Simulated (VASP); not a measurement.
Write the native input for VASP 6.6.1 that does the following.

- Task: single point
- Functional: PBEsol
- Potentials or basis: VASP PAW PBE potentials, release 64 (Ti_sv, N)
- Cutoff: 520 eV
- k mesh: 20 × 20 × 20
- Occupations: gaussian, width 0.15 eV
- Spin: collinear spin
- Starting moments: [0.25, 0.0] μB
- Fixed moment: 0.25 μB
- Dipole correction: no
- Further INCAR settings: ALGO = Normal; EDIFF = 1e-06; NBANDS = 20

The structure of TiN lies in POSCAR:

```
TiN
1.0
    0.0000000000      2.1019496216      2.1019496216
    2.1019496216      0.0000000000      2.1019496216
    2.1019496216      2.1019496216      0.0000000000
Ti N
1 1
Direct
    0.0000000000      0.0000000000      0.0000000000
    0.5000000000      0.5000000000      0.5000000000
```

One way to write it, as run:

INCAR

```
PREC = Accurate ; ENCUT = 520
EDIFF = 1E-6 ; ISMEAR = 0
SIGMA = 0.15 ; LREAL = False
LASPH = True ; NELM = 150
ALGO = Normal ; ISIF = 2
LWAVE = False ; LCHARG = False
ISPIN = 2 ; MAGMOM = 0.25 0
LORBIT = 11 ; NUPDOWN = 0.25
LMAXMIX = 4 ; GGA = PS
NBANDS = 20
```

KPOINTS

```
Automatic mesh
0
Gamma
  20 20 20
```

Potentials or basis: VASP PAW PBE potentials, release 64 (Ti_sv, N).

Command:

```sh
$ cat potpaw_PBE.64/Ti_sv/POTCAR potpaw_PBE.64/N/POTCAR > POTCAR
$ mpirun -np 1 vasp_std > vasp.out
```

Results of the run:

* Pressure: 1.0 GPa
* Net moment: 0.25 μB per cell
* Site moments: Ti +0.19; N +0.01 μB
* Valence electrons inside the program's atomic spheres: Ti 10.45; N 3.75

Caveat: the PAW data sets were made with another functional, which shifts forces and pressure a little; the total moment is fixed, so each spin has its own Fermi level.

Run time: 4.5 min on 1 thread of Intel Xeon 8259CL (shared host), peak memory 0.27 GiB.
